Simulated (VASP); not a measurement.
# MoS2 in VASP: single point with LDA

Aim: the single point of MoS2 with LDA.

Program: VASP 6.6.1. These are calculated values, not measurements. Logs are shortened: lines on timing, memory, paths and dates and some standing lists are left out, and cuts for length are marked.

## Step 1: The cell of the first run

The cell holds a sheet with vacuum, 3 atoms: a = 3.160 Å, b = 3.160 Å, c = 19.130 Å, α = 90.00°, β = 90.00°, γ = 120.00°.

## Step 2: Single point, LDA, non-collinear spin, zero start, spin-orbit coupling

Contents of INCAR:

```
PREC = Accurate
ENCUT = 400
EDIFF = 1E-6
ISMEAR = 0
SIGMA = 0.01
LREAL = F
LASPH = T
NELM = 200
ALGO = Normal
ISIF = 2
LWAVE = F
LCHARG = T
MAGMOM = 0 0 0 0 0 0 0 0 0
LORBIT = 11
LSORBIT = T
GGA_COMPAT = F
LORBMOM = T
LMAXMIX = 4
LDIPOL = T
IDIPOL = 3
DIPOL = 0.5 0.5 0.500
GGA = CA
LVHAR = T
LVACPOTAV = T
NBANDS = 39
NELMDL = -8
```

Contents of KPOINTS:

```
regular mesh
0
Gamma
  12 12 1
```

Contents of POSCAR:

```
MoS2
1.0
    3.1600000000      0.0000000000      0.0000000000
   -1.5800000000      2.7366400000      0.0000000000
    0.0000000000      0.0000000000     19.1300000000
S Mo
2 1
Direct
    0.6666670000      0.3333330000      0.4181590000
    0.6666670000      0.3333330000      0.5818410000
    0.3333330000      0.6666670000      0.5000000000
```

Potentials or basis: VASP PAW LDA potentials, release 64 (S, Mo_sv).

Run with:

```
> cat potpaw_LDA.64/S/POTCAR potpaw_LDA.64/Mo_sv/POTCAR > POTCAR
> mpirun -np 1 vasp_ncl > vasp.out
```

OUTCAR:

```text
PREC = Accurate
   ENCUT = 400
   EDIFF = 1E-6
   ISMEAR = 0
   LREAL = F
   LASPH = T
   NELM = 200
   ISIF = 2
   LORBIT = 11
   LSORBIT = T
   GGA = CA
   NELMDL = -8

 ion  position               nearest neighbor table
   1  0.667  0.333  0.418-   3 2.40   3 2.40   3 2.40
   2  0.667  0.333  0.582-   3 2.40   3 2.40   3 2.40
   3  0.333  0.667  0.500-   1 2.40   2 2.40   1 2.40   2 2.40   1 2.40   2 2.40

  LATTYP: Found a hexagonal cell.
 ALAT       =     3.1600000000
 C/A-ratio  =     6.0537974684

  Lattice vectors:

 A1 = (   3.1600000000,   0.0000000000,   0.0000000000)
 A2 = (  -1.5800000000,   2.7366400000,   0.0000000000)
 A3 = (   0.0000000000,   0.0000000000,  19.1300000000)

Analysis of symmetry for initial positions (statically):
=====================================================================
 Subroutine PRICEL returns:
 Original cell was already a primitive cell.

 Routine SETGRP: Setting up the symmetry group for a
 hexagonal supercell.

 Subroutine GETGRP returns: Found 12 space group operations
 (whereof 12 operations were pure point group operations)
 out of a pool of 24 trial point group operations.

The static configuration has the point symmetry D_3h.

Analysis of symmetry for dynamics (positions and initial velocities):
=====================================================================
 Subroutine PRICEL returns:
 Original cell was already a primitive cell.

 Routine SETGRP: Setting up the symmetry group for a
 hexagonal supercell.

 Subroutine GETGRP returns: Found 12 space group operations
 (whereof 12 operations were pure point group operations)
 out of a pool of 24 trial point group operations.

The dynamic configuration has the point symmetry D_3h.

Analysis of structural, dynamic, and magnetic symmetry:
=====================================================================
 Subroutine PRICEL returns:
 Original cell was already a primitive cell.

 Routine SETGRP: Setting up the symmetry group for a
 hexagonal supercell.

 Subroutine GETGRP returns: Found 12 space group operations
 (whereof 12 operations were pure point group operations)
 out of a pool of 24 trial point group operations.

The overall configuration has the point symmetry D_3h.

 Subroutine INISYM returns: Found 12 space group operations
 (whereof 12 operations are pure point group operations),
 and found     1 'primitive' translations

----------------------------------------------------------------------------------------

                                     Primitive cell

  volume of cell :     165.4321

  direct lattice vectors                    reciprocal lattice vectors
     3.160000000  0.000000000  0.000000000     0.316455696  0.182705800  0.000000000
    -1.580000000  2.736640000  0.000000000     0.000000000  0.365411600  0.000000000
     0.000000000  0.000000000 19.130000000     0.000000000  0.000000000  0.052273915

  length of vectors
     3.160000000  3.159999761 19.130000000     0.365411572  0.365411600  0.052273915

  position of ions in fractional coordinates (direct lattice)
     0.666667000  0.333333000  0.418159000
     0.666667000  0.333333000  0.581841000
     0.333333000  0.666667000  0.500000000

  ion indices of the primitive-cell ions
   primitive index   ion index
                 1           1
                 2           2
                 3           3

----------------------------------------------------------------------------------------

 KPOINTS: regular mesh

Automatic generation of k-mesh.
 Grid dimensions read from file:
 generate k-points for:   12   12    1

 Generating k-lattice:

  Cartesian coordinates                     Fractional coordinates (reciprocal lattice)
     0.026371308  0.015225483  0.000000000     0.083333333 -0.000000000  0.000000000
     0.000000000  0.030450967  0.000000000     0.000000000  0.083333333  0.000000000
     0.000000000  0.000000000  0.052273915     0.000000000  0.000000000  1.000000000
[... 102 lines left out ...]

 dipolmoment           0.000000      0.000000     -0.000000 electrons x Angstroem

 Free energy of the ion-electron system (eV)
  ---------------------------------------------------
  ext. energy  EPLUGINS =         0.00000000
  ---------------------------------------------------
  free energy    TOTEN  =       -24.44047569 eV

  energy without entropy =      -24.44047569  energy(sigma->0) =      -24.44047569

 E-fermi :  -1.7385     XC(G=0):  -4.1115

 val. band max:       -1.9329901121   @ k =   0.3333   0.3333   0.0000
 cond. band min:      -0.2510224798   @ k =   0.3333   0.3333   0.0000
 fundamental gap:      1.6819676324
 Fermi energy:        -1.7385331942

 k-point     1 :       0.0000    0.0000    0.0000
  band No.  band energies     occupation
      1     -62.4646      1.00000
      2     -62.4646      1.00000
      3     -38.3195      1.00000
      4     -38.3195      1.00000
      5     -35.9428      1.00000
      6     -35.9428      1.00000
[... 973 lines left out ...]
     37       6.0146      0.00000
     38       6.0151      0.00000

 [... further k-points ...]

 [bands above 38 left out]

------------------------ aborting loop because EDIFF is reached ----------------------------------------

  FORCE on cell =-STRESS in cart. coord.  units (eV):
  Direction    XX          YY          ZZ          XY          YZ          ZX
  --------------------------------------------------------------------------------------
  -------------------------------------------------------------------------------------
  Total       -1.7481802     -1.7481798     -1.6336892      0.0000000      0.0000000      0.0000000
  in kB      -16.9307835    -16.9307801    -15.8219605      0.0000000      0.0000000      0.0000000
  external PRESSURE =     -16.5611747 kB  Pullay stress =       0.0000000 kB

 VOLUME and BASIS-vectors are now :
 -----------------------------------------------------------------------------
  energy-cutoff  :      400.00
  volume of cell :      165.43
      direct lattice vectors                 reciprocal lattice vectors
     3.160000000  0.000000000  0.000000000     0.316455696  0.182705800  0.000000000
    -1.580000000  2.736640000  0.000000000     0.000000000  0.365411600  0.000000000
     0.000000000  0.000000000 19.130000000     0.000000000  0.000000000  0.052273915

 POSITION                                       TOTAL-FORCE (eV/Angst)
 -----------------------------------------------------------------------------------
      1.58000      0.91221      7.99938        -0.000000      0.000000      0.490962
      1.58000      0.91221     11.13062        -0.000000      0.000000     -0.490962
     -0.00000      1.82443      9.56500         0.000000      0.000000      0.000000
 -----------------------------------------------------------------------------------
    total drift:                                0.001273     -0.000738     -0.000000

  FREE ENERGIE OF THE ION-ELECTRON SYSTEM (eV)
  ---------------------------------------------------
  free  energy   TOTEN  =       -24.4404756941 eV

  energy  without entropy=      -24.4404756941  energy(sigma->0) =      -24.44047569

 vacuum level on the upper side and lower side of the slab         4.158         4.158

 orbital moment (x)

 # of ion     p       d       tot
 ----------------------------------------
  1        -0.000   0.000  -0.000
  2         0.000   0.000   0.000
  3         0.000   0.000   0.000
 ----------------------------------------
            0.000   0.000   0.000

 orbital moment (y)

 # of ion     p       d       tot
 ----------------------------------------
  1        -0.000   0.000  -0.000
  2         0.000   0.000   0.000
  3        -0.000  -0.000  -0.000
 ----------------------------------------
           -0.000  -0.000  -0.000

 orbital moment (z)

 # of ion     p       d       tot
 ----------------------------------------
  1         0.000   0.000   0.000
  2         0.000   0.000   0.000
  3         0.000   0.000   0.000
 ----------------------------------------
            0.000   0.000   0.000

 Spin-Orbit-Coupling matrix elements

 Ion:    1  E_soc:     -0.0023662
 l=   1
     0.0000000    -0.0003799    -0.0004232
    -0.0003799     0.0000000    -0.0003799
    -0.0004232    -0.0003799     0.0000000
 l=   2
     0.0000000     0.0000000     0.0000000     0.0000000     0.0000000
     0.0000000     0.0000000     0.0000000     0.0000000     0.0000000
     0.0000000     0.0000000     0.0000000     0.0000000     0.0000000
     0.0000000     0.0000000     0.0000000     0.0000000     0.0000000
     0.0000000     0.0000000     0.0000000     0.0000000     0.0000000
 l=   3
     0.0000000     0.0000000     0.0000000     0.0000000     0.0000000     0.0000000     0.0000000
     0.0000000     0.0000000     0.0000000     0.0000000     0.0000000     0.0000000     0.0000000
     0.0000000     0.0000000     0.0000000     0.0000000     0.0000000     0.0000000     0.0000000
     0.0000000     0.0000000     0.0000000     0.0000000     0.0000000     0.0000000     0.0000000
[... 29 lines left out ...]
 l=   2
     0.0000000    -0.0005009     0.0000000    -0.0005009    -0.0022468
    -0.0005009     0.0000000    -0.0016192    -0.0004259    -0.0005009
     0.0000000    -0.0016192     0.0000000    -0.0016192     0.0000000
    -0.0005009    -0.0004259    -0.0016192     0.0000000    -0.0005009
    -0.0022468    -0.0005009     0.0000000    -0.0005009     0.0000000
 l=   3
     0.0000000     0.0000000     0.0000000     0.0000000     0.0000000     0.0000000     0.0000000
     0.0000000     0.0000000     0.0000000     0.0000000     0.0000000     0.0000000     0.0000000
     0.0000000     0.0000000     0.0000000     0.0000000     0.0000000     0.0000000     0.0000000
     0.0000000     0.0000000     0.0000000     0.0000000     0.0000000     0.0000000     0.0000000
     0.0000000     0.0000000     0.0000000     0.0000000     0.0000000     0.0000000     0.0000000
     0.0000000     0.0000000     0.0000000     0.0000000     0.0000000     0.0000000     0.0000000
     0.0000000     0.0000000     0.0000000     0.0000000     0.0000000     0.0000000     0.0000000

 total charge

# of ion       s       p       d       tot
------------------------------------------
    1        1.362   2.329   0.000   3.690
    2        1.362   2.329   0.000   3.690
    3        2.296   6.227   3.975  12.497
--------------------------------------------------
tot          5.019  10.884   3.975  19.878

 magnetization (x)

# of ion       s       p       d       tot
------------------------------------------
    1        0.000   0.000   0.000   0.000
    2       -0.000  -0.000   0.000  -0.000
    3        0.000  -0.000   0.000   0.000
--------------------------------------------------
tot          0.000   0.000   0.000   0.000

 magnetization (y)

# of ion       s       p       d       tot
------------------------------------------
    1        0.000   0.000   0.000   0.000
    2       -0.000   0.000   0.000  -0.000
    3        0.000   0.000  -0.000   0.000
--------------------------------------------------
tot          0.000   0.000  -0.000   0.000

 magnetization (z)

# of ion       s       p       d       tot
------------------------------------------
    1       -0.000  -0.000   0.000  -0.000
    2        0.000  -0.000   0.000  -0.000
    3        0.000   0.000   0.000   0.000
--------------------------------------------------
tot         -0.000  -0.000   0.000  -0.000
```

Run time: 17 min. Hardware: 1 thread of Oxide Virtual Turin-like, shared host; peak memory 0.48 GiB.

Results:

```
Free energy                                           : -24.4405 eV
Largest force                                         : 0.491 eV/Å
Net moment                                            : 0.00 μB per cell
Valence electrons inside the program's atomic spheres : S 3.69; Mo 12.50
```

Forces on the atoms (eV/Å):
```
S    0.000  0.000  0.491
S    0.000  0.000 -0.491
Mo   0.000  0.000  0.000
```

Moments on the atoms (μB; x, y, z):
```
S   0.00 0.00 0.00
S   0.00 0.00 0.00
Mo  0.00 0.00 0.00
```
